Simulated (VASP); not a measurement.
# Sm3F2 (P4/mmm) in VASP: relaxation of cell and atoms with PBE

Aim: the relaxation of cell and atoms of Sm3F2 with PBE.

All numbers are computed with VASP 6.6.1; they aren't measurements. Logs are shortened: lines on timing, memory, paths and dates and some standing lists are left out, and cuts for length are marked.

### Step 1. The cell of the first run

The structure is tetragonal, space group P4/mmm (No. 123). The conventional cell has a = 5.281 Å, b = 5.281 Å, c = 4.868 Å, α = 90.00°, β = 90.00°, γ = 90.00°. Within 3.5 Å of Sm (site symmetry mmm) lie 2 Sm at 2.64 Å and 4 F at 2.88 Å. Sm (site symmetry 4/mmm) has 4 Sm at 2.64 Å within 3.5 Å. F (site symmetry 4mm) has 2 F at 2.29 to 2.57 Å and 4 Sm at 2.88 Å within 3.0 Å.

The cell was generated, and may not be a known phase.

### Step 2. Relaxation of cell and atoms, PBE

Contents of INCAR:

```
  PREC = Accurate
  ENCUT = 600
  EDIFF = 1E-7
  ISMEAR = 0
  SIGMA = 0.1
  LREAL = F
  LASPH = T
  NELM = 200
  ALGO = Normal
  ISIF = 3
  LWAVE = F
  LCHARG = F
  GGA = PE
  IBRION = 2
  NSW = 100
  EDIFFG = -0.01
  GGA_COMPAT = F
  NELMIN = 4
  LMAXMIX = 6
```

Contents of KPOINTS:

```
regular mesh
0
Gamma
  8 8 8
```

Contents of POSCAR:

```
Sm3F2
1.0
    5.2811535654      0.0000000000      0.0000000000
    0.0000000000      5.2811535654      0.0000000000
    0.0000000000      0.0000000000      4.8677236112
Sm F
3 2
Direct
    0.5000000000      0.0000000000      0.5000000000
    0.0000000000      0.5000000000      0.5000000000
    0.5000000000      0.5000000000      0.5000000000
    0.0000000000      0.0000000000      0.2644683938
    0.0000000000      0.0000000000      0.7355316062
```

Potentials or basis: VASP PAW PBE potentials, release 64 (Sm_3, F), 4f in core.

The run is started by

```bash
$ cat potpaw_PBE.64/Sm_3/POTCAR potpaw_PBE.64/F/POTCAR > POTCAR
$ mpirun -np 1 vasp_std > vasp.out
```

OUTCAR:

```text
PREC = Accurate
   ENCUT = 600
   EDIFF = 1E-7
   ISMEAR = 0
   LREAL = F
   LASPH = T
   NELM = 200
   ISIF = 3
   GGA = PE
   IBRION = 2
   NSW = 100
   EDIFFG = -0.01
   NELMIN = 4

 ion  position               nearest neighbor table
   1  0.500  0.000  0.500-   3 2.64   3 2.64   2 3.73   2 3.73   2 3.73   2 3.73
   2  0.000  0.500  0.500-   3 2.64   3 2.64   1 3.73   1 3.73   1 3.73   1 3.73
   3  0.500  0.500  0.500-   1 2.64   2 2.64   1 2.64   2 2.64
   4  0.000  0.000  0.264-
   5  0.000  0.000  0.736-

  LATTYP: Found a simple tetragonal cell.
 ALAT       =     5.2811535654
 C/A-ratio  =     0.9217159757

  Lattice vectors:

 A1 = (   5.2811535654,   0.0000000000,   0.0000000000)
 A2 = (   0.0000000000,   5.2811535654,   0.0000000000)
 A3 = (   0.0000000000,   0.0000000000,   4.8677236112)

Analysis of symmetry for initial positions (statically):
=====================================================================
 Subroutine PRICEL returns:
 Original cell was already a primitive cell.

 Routine SETGRP: Setting up the symmetry group for a
 simple tetragonal supercell.

 Subroutine GETGRP returns: Found 16 space group operations
 (whereof 16 operations were pure point group operations)
 out of a pool of 16 trial point group operations.

The static configuration has the point symmetry D_4h.

Analysis of symmetry for dynamics (positions and initial velocities):
=====================================================================
 Subroutine PRICEL returns:
 Original cell was already a primitive cell.

 Routine SETGRP: Setting up the symmetry group for a
 simple tetragonal supercell.

 Subroutine GETGRP returns: Found 16 space group operations
 (whereof 16 operations were pure point group operations)
 out of a pool of 16 trial point group operations.

The dynamic configuration has the point symmetry D_4h.

 Subroutine INISYM returns: Found 16 space group operations
 (whereof 16 operations are pure point group operations),
 and found     1 'primitive' translations

----------------------------------------------------------------------------------------

                                     Primitive cell
[... 99 lines left out ...]
   EDIFFG = -.1E-01   stopping-criterion for IOM
   NSW    =    100    number of steps for IOM
   IBRION =      2    ionic relax: 0-MD 1-quasi-New 2-CG
   NFREE  =      1    steps in history (QN), initial steepest desc. (CG)
   ISIF   =      3    stress and relaxation
   ISYM   =      2    0-nonsym 1-usesym 2-fastsym
   POTIM  = 0.5000    time-step for ionic-motion
   TEBEG  =    0.0;   TEEND  =   0.0 temperature during run
   PSTRESS=    0.0 pullay stress
   NELECT =      47.0000    total number of electrons
   NUPDOWN=      -1.0000    fix difference up-down
   EMIN   =  10.00;   EMAX   =-10.00  energy-range for DOS
   EFERMI =   0.00;   METHOD = LEGACY
   ISMEAR =     0;   SIGMA  =   0.10  broadening in eV -4-tet -1-fermi 0-gaus
   EFERMI_NEDOS =   21; number of points for ismear=-14 and -15
   IALGO  =     38    algorithm
   IMIX   =      4    mixing-type and parameters
     AMIX     =   0.40;   BMIX     =  1.00
     AMIX_MAG =   1.60;   BMIX_MAG =  1.00
  volume/ion in A,a.u.               =      27.15       183.24
  Fermi-wavevector in a.u.,A,eV,Ry     =   1.149511  2.172260 17.978391  1.321374
  Thomas-Fermi vector in A             =   2.286180
   LORBIT       =      0    0 simple, 1 ext, 2 COOP (PROOUT), +10 PAW based schemes
   GGA     = PE    functional components
   LHFCALC =     F    Hartree Fock is set to
   AEXX    =    0.0000 exact exchange contribution
   IVDW    =     0    specifies the selected vdW correction
   LEPSILON=     F    determine dielectric tensor
   LRPA    =     F    only Hartree local field effects (RPA)
 conjugate gradient relaxation of ions
 non-spin polarized calculation
 Gauss-broadening in eV      SIGMA  =   0.10
  energy-cutoff  :      600.00
  volume of cell :      135.76
 maximum number of plane-waves:      4559
   NGX = 21   NGY = 21   NGZ = 19

--------------------------------------- Ionic step        1  -------------------------------------------

 number of electron      47.0000013 magnetization

 Free energy of the ion-electron system (eV)
  ---------------------------------------------------
  ext. energy  EPLUGINS =         0.00000000
  ---------------------------------------------------
  free energy    TOTEN  =       -19.76750320 eV

  energy without entropy =      -19.75023435  energy(sigma->0) =      -19.75886878

------------------------ aborting loop because EDIFF is reached ----------------------------------------

  FORCE on cell =-STRESS in cart. coord.  units (eV):
  Direction    XX          YY          ZZ          XY          YZ          ZX
  --------------------------------------------------------------------------------------
  -------------------------------------------------------------------------------------
  Total        3.1026057      3.1026057      0.0143498      0.0000000      0.0000000      0.0000000
  in kB       36.6145468     36.6145468      0.1693452      0.0000000      0.0000000      0.0000000
  external PRESSURE =      24.4661463 kB  Pullay stress =       0.0000000 kB
[... 143 lines left out ...]
--------------------------------------- Ionic step        5  -------------------------------------------

 number of electron      47.0000010 magnetization

 Free energy of the ion-electron system (eV)
  ---------------------------------------------------
  ext. energy  EPLUGINS =         0.00000000
  ---------------------------------------------------
  free energy    TOTEN  =       -19.83428749 eV

  energy without entropy =      -19.81574711  energy(sigma->0) =      -19.82501730

 E-fermi :   1.4327     XC(G=0):  -8.5820

 val. band max:        1.4254868372   @ k =   0.3750   0.3750   0.2500
 cond. band min:       1.4357293988   @ k =   0.5000   0.2500   0.2500
 fundamental gap:      0.0102425617
 Fermi energy:         1.4327320282

 k-point     1 :       0.0000    0.0000    0.0000
  band No.  band energies     occupation
      1     -40.2981      2.00000
      2     -40.0944      2.00000
      3     -38.7522      2.00000
      4     -21.3304      2.00000
      5     -21.3304      2.00000
      6     -20.7884      2.00000
[... 733 lines left out ...]
     27       2.9903      0.00000
     28       3.1174      0.00000

 [... further k-points ...]

------------------------ aborting loop because EDIFF is reached ----------------------------------------

  FORCE on cell =-STRESS in cart. coord.  units (eV):
  Direction    XX          YY          ZZ          XY          YZ          ZX
  --------------------------------------------------------------------------------------
  -------------------------------------------------------------------------------------
  Total        0.0086545      0.0086545      0.0076963      0.0000000      0.0000000      0.0000000
  in kB        0.0975880      0.0975880      0.0867840      0.0000000      0.0000000      0.0000000
  external PRESSURE =       0.0939867 kB  Pullay stress =       0.0000000 kB
[... 20 lines left out ...]
  FREE ENERGIE OF THE ION-ELECTRON SYSTEM (eV)
  ---------------------------------------------------
  free  energy   TOTEN  =       -19.8342874940 eV

  energy  without entropy=      -19.8157471079  energy(sigma->0) =      -19.82501730

 reached required accuracy - stopping structural energy minimisation
```

OSZICAR:

```text
N       E                     dE             d eps       ncg     rms          rms(c)
DAV:   1     0.518627457041E+03    0.51863E+03   -0.25994E+04  4200   0.171E+03
DAV:   2     0.125289340831E+02   -0.50610E+03   -0.49336E+03  4772   0.437E+02
[... 53 lines left out ...]
DAV:   1    -0.198345368254E+02   -0.37080E-03   -0.59059E-02  4224   0.160E+00    0.109E-01
DAV:   2    -0.198343644322E+02    0.17239E-03   -0.14594E-03  4624   0.247E-01    0.500E-02
DAV:   3    -0.198342926668E+02    0.71765E-04   -0.11369E-04  4872   0.700E-02    0.168E-02
DAV:   4    -0.198342868007E+02    0.58662E-05   -0.18127E-05  5412   0.278E-02    0.395E-03
DAV:   5    -0.198342872412E+02   -0.44052E-06   -0.11131E-06  4808   0.644E-03    0.132E-03
DAV:   6    -0.198342874064E+02   -0.16517E-06   -0.21282E-07  4000   0.257E-03    0.561E-04
DAV:   7    -0.198342874940E+02   -0.87616E-07   -0.22938E-08  2500   0.114E-03
   5 F= -.19834287E+02 E0= -.19825017E+02  d E =-.121522E-03
```

Run time: 15 min. Hardware: 1 thread of Intel Xeon Platinum 8488C (Sapphire Rapids), shared host; peak memory 0.48 GiB.

What came out:

* Free energy: -19.8343 eV
* Relaxed volume: 28.42 Å³/atom
* Relaxed cell: a = 5.401 Å, b = 5.401 Å, c = 4.871 Å, α = 90.00°, β = 90.00°, γ = 90.00°
* Space group after relaxing (to 0.1 Å): P4/mmm (No. 123)
* Energy gained by relaxing: 13.4 meV/atom
* Ionic steps: 5
* Pressure after relaxing: 0.0 GPa
* Largest force after relaxing: 0.008 eV/Å
* Band gap on the k mesh: zero (an odd number of electrons rules out a gap without spin polarisation)

Forces on the atoms (eV/Å):
```
Sm   0.000  0.000  0.000
Sm   0.000  0.000  0.000
Sm   0.000  0.000  0.000
F    0.000  0.000 -0.008
F    0.000  0.000  0.008
```

Step by step:
```
step  energy change (eV)  largest force (eV/Å)  pressure (GPa)  volume (Å³)
   1              0.0000                0.0081            2.45       135.76
   2             -0.0611                0.0492           -0.55       144.03
   3             -0.0667                0.0376            0.02       142.02
   4             -0.0667                0.0383           -0.02       142.14
   5             -0.0668                0.0083            0.01       142.09
```

Final structure:
```
Sm F
1.0
     5.40100    0.00000    0.00000
     0.00000    5.40100    0.00000
     0.00000    0.00000    4.87087
Sm F
3 2
Direct
  0.50000 0.00000 0.50000
  0.00000 0.50000 0.50000
  0.50000 0.50000 0.50000
  0.00000 0.00000 0.26404
  0.00000 0.00000 0.73596
```

Caveat: spin-orbit coupling is left out, which moves the levels of the heavy elements; the 4f electrons are frozen in the core, so they carry no moment and show no levels; the run has no spin polarisation, though such a crystal can be magnetic. With open d or f shells a metallic result of PBE can be an artefact of self-interaction; +U or a hybrid may open a gap.
